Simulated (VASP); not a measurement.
# Nb (Fm-3m) in VASP: further runs

Runs on Nb. Level: PBE. Tasks: single point.

Program: VASP 6.6.1. These are calculated values, not measurements. Logs are shortened: lines on timing, memory, paths and dates and some standing lists are left out, and cuts for length are marked.

### 1 The cell of the first run

Symmetry: Fm-3m, No. 225, cubic system. The conventional cell has a = 4.190 Å, b = 4.190 Å, c = 4.190 Å, α = 90.00°, β = 90.00°, γ = 90.00°. Nb (site symmetry m-3m) has 12 Nb at 2.96 Å within 3.9 Å.

### 2 Single point, PBE

The input, INCAR:

```
SYSTEM = Nb
PREC     = Accurate       ! precision mode
ENCUT    = 520            ! plane-wave cutoff, eV
EDIFF    = 1E-6           ! SCF threshold, eV
ISMEAR   = -1             ! smearing method
SIGMA    = 0.06122561905347299 ! smearing width, eV
LREAL    = .False.        ! projectors in reciprocal space
LASPH    = .True.         ! aspherical terms in the spheres
NELM     = 100            ! most SCF steps
ALGO     = Normal         ! electronic algorithm
ISIF     = 2              ! what is computed and relaxed
LWAVE    = .False.        ! write WAVECAR
LCHARG   = .False.        ! write CHGCAR
GGA      = PE             ! functional
NBANDS   = 12             ! bands
```

The input, KPOINTS:

```
Automatic mesh
0
Gamma
  22 22 22
  0 0 0
```

The input, POSCAR:

```
Nb
1.0
    0.0000000000      2.0949389235      2.0949389235
    2.0949389235      0.0000000000      2.0949389235
    2.0949389235      2.0949389235      0.0000000000
Nb
1
Direct
    0.0000000000      0.0000000000      0.0000000000
```

Potentials or basis: VASP PAW PBE potentials, release 64 (Nb_sv).

Launch:

```sh
$ cat potpaw_PBE.64/Nb_sv/POTCAR > POTCAR
$ mpirun -np 1 vasp_std > vasp.out
```

OUTCAR:

```text
SYSTEM = Nb
   PREC = Accurate
   ENCUT = 520
   EDIFF = 1E-6
   ISMEAR = -1
   LREAL = .False.
   LASPH = .True.
   NELM = 100
   ISIF = 2
   GGA = PE

 ion  position               nearest neighbor table
   1  0.000  0.000  0.000-

  LATTYP: Found a face centered cubic cell.
 ALAT       =     4.1898778470

  Lattice vectors:

 A1 = (   0.0000000000,   2.0949389235,   2.0949389235)
 A2 = (   2.0949389235,   0.0000000000,   2.0949389235)
 A3 = (   2.0949389235,   2.0949389235,   0.0000000000)

Analysis of symmetry for initial positions (statically):
=====================================================================
 Subroutine PRICEL returns:
 Original cell was already a primitive cell.

 Routine SETGRP: Setting up the symmetry group for a
 face centered cubic supercell.

 Subroutine GETGRP returns: Found 48 space group operations
 (whereof 48 operations were pure point group operations)
 out of a pool of 48 trial point group operations.

The static configuration has the point symmetry O_h .

Analysis of symmetry for dynamics (positions and initial velocities):
=====================================================================
 Subroutine PRICEL returns:
 Original cell was already a primitive cell.

 Routine SETGRP: Setting up the symmetry group for a
 face centered cubic supercell.

 Subroutine GETGRP returns: Found 48 space group operations
 (whereof 48 operations were pure point group operations)
 out of a pool of 48 trial point group operations.

The dynamic configuration has the point symmetry O_h .

 Subroutine INISYM returns: Found 48 space group operations
 (whereof 48 operations are pure point group operations),
 and found     1 'primitive' translations

----------------------------------------------------------------------------------------

                                     Primitive cell

  volume of cell :      18.3884

  direct lattice vectors                    reciprocal lattice vectors
     0.000000000  2.094938923  2.094938923    -0.238670443  0.238670443  0.238670443
     2.094938923  0.000000000  2.094938923     0.238670443 -0.238670443  0.238670443
     2.094938923  2.094938923  0.000000000     0.238670443  0.238670443 -0.238670443

  length of vectors
     2.962691038  2.962691038  2.962691038     0.413389333  0.413389333  0.413389333

  position of ions in fractional coordinates (direct lattice)
     0.000000000  0.000000000  0.000000000

  ion indices of the primitive-cell ions
   primitive index   ion index
                 1           1

----------------------------------------------------------------------------------------

 KPOINTS: Automatic mesh

Automatic generation of k-mesh.
 Grid dimensions read from file:
 generate k-points for:   22   22   22

 Generating k-lattice:

  Cartesian coordinates                     Fractional coordinates (reciprocal lattice)
    -0.010848656  0.010848656  0.010848656     0.045454545  0.000000000  0.000000000
     0.010848656 -0.010848656  0.010848656     0.000000000  0.045454545  0.000000000
     0.010848656  0.010848656 -0.010848656     0.000000000  0.000000000  0.045454545

  Length of vectors
     0.018790424  0.018790424  0.018790424

  Shift w.r.t. Gamma in fractional coordinates (k-lattice)
     0.000000000  0.000000000  0.000000000

 Subroutine IBZKPT returns following result:
 ===========================================

 Found    328 irreducible k-points:

 Following reciprocal coordinates:
            Coordinates               Weight
  0.000000  0.000000  0.000000      1.000000
  0.045455  0.000000  0.000000      8.000000
  0.090909  0.000000  0.000000      8.000000
  0.136364  0.000000  0.000000      8.000000
  0.181818  0.000000  0.000000      8.000000
  0.227273  0.000000  0.000000      8.000000
[... 16 lines left out ...]
  0.500000  0.045455  0.000000     24.000000
 -0.454545  0.045455  0.000000     24.000000
 [... further k-points ...]
   k-points           NKPTS =    328   k-points in BZ     NKDIM =    328   number of bands    NBANDS=     12
   number of dos      NEDOS =    301   number of ions     NIONS =      1
   total plane-waves  NPLWV =  13824
   dimension x,y,z NGX =    24 NGY =   24 NGZ =   24
   dimension x,y,z NGXF=    48 NGYF=   48 NGZF=   48
   ions per type =               1
   NGX,Y,Z   is equivalent  to a cutoff of  13.47, 13.47, 13.47 a.u.
   NGXF,Y,Z  is equivalent  to a cutoff of  26.93, 26.93, 26.93 a.u.
 SYSTEM =  Nb
   PREC   = accura    normal or accurate (medium, high low for compatibility)
   ISTART =      0    job   : 0-new  1-cont  2-samecut
   ICHARG =      2    charge: 1-file 2-atom 10-const
   ISPIN  =      1    spin polarized calculation?
   LNONCOLLINEAR =      F non collinear calculations
   LSORBIT =      F    spin-orbit coupling
   LASPH  =      T    aspherical Exc in radial PAW
   ENCUT  =  520.0 eV  38.22 Ry    6.18 a.u.   5.51  5.51  5.51*2*pi/ulx,y,z
   NELM   =    100;   NELMIN=  2; NELMDL= -5     # of ELM steps
   EDIFF  = 0.1E-05   stopping-criterion for ELM
   LREAL  =      F    real-space projection
   EDIFFG = 0.1E-04   stopping-criterion for IOM
   NSW    =      0    number of steps for IOM
   IBRION =     -1    ionic relax: 0-MD 1-quasi-New 2-CG
   NFREE  =      0    steps in history (QN), initial steepest desc. (CG)
   ISIF   =      2    stress and relaxation
   ISYM   =      2    0-nonsym 1-usesym 2-fastsym
   POTIM  = 0.5000    time-step for ionic-motion
   TEBEG  =    0.0;   TEEND  =   0.0 temperature during run
   PSTRESS=    0.0 pullay stress
   NELECT =      13.0000    total number of electrons
   NUPDOWN=      -1.0000    fix difference up-down
   EMIN   =  10.00;   EMAX   =-10.00  energy-range for DOS
   EFERMI =   0.00;   METHOD = LEGACY
   ISMEAR =    -1;   SIGMA  =   0.06  broadening in eV -4-tet -1-fermi 0-gaus
   EFERMI_NEDOS =   21; number of points for ismear=-14 and -15
   IALGO  =     38    algorithm
   IMIX   =      4    mixing-type and parameters
     AMIX     =   0.40;   BMIX     =  1.00
     AMIX_MAG =   1.60;   BMIX_MAG =  1.00
  volume/ion in A,a.u.               =      18.39       124.09
  Fermi-wavevector in a.u.,A,eV,Ry     =   1.458393  2.755963 28.938371  2.126910
  Thomas-Fermi vector in A             =   2.575083
   LORBIT       =      0    0 simple, 1 ext, 2 COOP (PROOUT), +10 PAW based schemes
   GGA     = PE    functional components
   LHFCALC =     F    Hartree Fock is set to
   AEXX    =    0.0000 exact exchange contribution
   IVDW    =     0    specifies the selected vdW correction
   LEPSILON=     F    determine dielectric tensor
   LRPA    =     F    only Hartree local field effects (RPA)
 non-spin polarized calculation
  energy-cutoff  :      520.00
  volume of cell :       18.39
 maximum number of plane-waves:       531
 NGX is ok and might be reduce to    24
   NGX = 11   NGY = 11   NGZ = 11

 number of electron      13.0000001 magnetization

 Free energy of the ion-electron system (eV)
  ---------------------------------------------------
  ext. energy  EPLUGINS =         0.00000000
  ---------------------------------------------------
  free energy    TOTEN  =        -9.89921859 eV

  energy without entropy =       -9.88058803  energy(sigma->0) =       -9.88990331

 E-fermi :  11.2553     XC(G=0): -12.3964

 val. band max:       11.2550772761   @ k =  -0.3636   0.0455   0.0000
 cond. band min:      11.2562262746   @ k =   0.5000   0.1818   0.0455
 fundamental gap:      0.0011489985
 Fermi energy:        11.2552812484

 k-point     1 :       0.0000    0.0000    0.0000
  band No.  band energies     occupation
      1     -43.5194      2.00000
      2     -18.8679      2.00000
      3     -18.8679      2.00000
      4     -18.8679      2.00000
      5       4.9764      2.00000
      6      11.3422      0.38962
      7      11.3422      0.38962
      8      11.3422      0.38962
      9      14.0107      0.00000
     10      14.0107      0.00000
     11      23.0940      0.00000
     12      27.9621      0.00000

 k-point     2 :       0.0455    0.0000    0.0000
  band No.  band energies     occupation
      1     -43.5152      2.00000
      2     -18.8955      2.00000
      3     -18.8713      2.00000
      4     -18.8713      2.00000
      5       5.0559      2.00000
      6      11.2786      0.81214
      7      11.3793      0.23294
      8      11.3793      0.23294
      9      13.9762      0.00000
     10      13.9762      0.00000
     11      23.2562      0.00000
     12      27.5994      0.00000

 k-point     3 :       0.0909    0.0000    0.0000
  band No.  band energies     occupation
      1     -43.5030      2.00000
      2     -18.9753      2.00000
      3     -18.8812      2.00000
      4     -18.8812      2.00000
      5       5.2878      2.00000
      6      11.1069      1.83729
      7      11.4816      0.04843
      8      11.4816      0.04843
      9      13.8894      0.00000
     10      13.8894      0.00000
     11      23.7118      0.00000
     12      26.8078      0.00000
[... 286 lines left out ...]
 k-point    23 :       0.5000    0.0455    0.0000
  band No.  band energies     occupation
      1     -43.3078      2.00000
      2     -20.1246      2.00000
      3     -19.0483      2.00000
      4     -19.0376      2.00000
      5       7.4088      2.00000
      6      11.0408      1.94156
      7      11.2178      1.29692
      8      12.5521      0.00000
      9      16.0355      0.00000
     10      16.1667      0.00000
     11      21.9280      0.00000
     12      23.0421      0.00000

 k-point    24 :      -0.4545    0.0455    0.0000
  band No.  band energies     occupation
      1     -43.3092      2.00000
      2     -20.1166      2.00000
      3     -19.0520      2.00000
      4     -19.0318      2.00000
      5       7.4124      2.00000
      6      11.0612      1.91932
      7      11.2166      1.30545
      8      12.4956      0.00000
      9      15.8834      0.00000
     10      16.2345      0.00000
     11      21.9454      0.00000
     12      23.1420      0.00000

 [... further k-points ...]
[... 5 lines left out ...]
  --------------------------------------------------------------------------------------
  -------------------------------------------------------------------------------------
  Total        0.3637484      0.3637484      0.3637484      0.0000000     -0.0000000      0.0000000
  in kB       31.6933103     31.6933103     31.6933103      0.0000000     -0.0000000      0.0000000
  external PRESSURE =      31.6933103 kB  Pullay stress =       0.0000000 kB

 VOLUME and BASIS-vectors are now :
 -----------------------------------------------------------------------------
  energy-cutoff  :      520.00
  volume of cell :       18.39
      direct lattice vectors                 reciprocal lattice vectors
     0.000000000  2.094938923  2.094938923    -0.238670443  0.238670443  0.238670443
     2.094938923  0.000000000  2.094938923     0.238670443 -0.238670443  0.238670443
     2.094938923  2.094938923  0.000000000     0.238670443  0.238670443 -0.238670443

 POSITION                                       TOTAL-FORCE (eV/Angst)
 -----------------------------------------------------------------------------------
      0.00000      0.00000      0.00000         0.000000     -0.000000      0.000000
 -----------------------------------------------------------------------------------
    total drift:                               -0.000000     -0.000000     -0.000000

  FREE ENERGIE OF THE ION-ELECTRON SYSTEM (eV)
  ---------------------------------------------------
  free  energy   TOTEN  =        -9.8992185861 eV

  energy  without entropy=       -9.8805880295  energy(sigma->0) =       -9.88990331
```

Run time: 81 s. Hardware: 1 thread of AMD EPYC 7R13 (Zen 3), shared host; peak memory 0.16 GiB.

Results:

- Free energy: -9.8992 eV
- Pressure: 3.2 GPa

(Continued in part 2 of 3.)
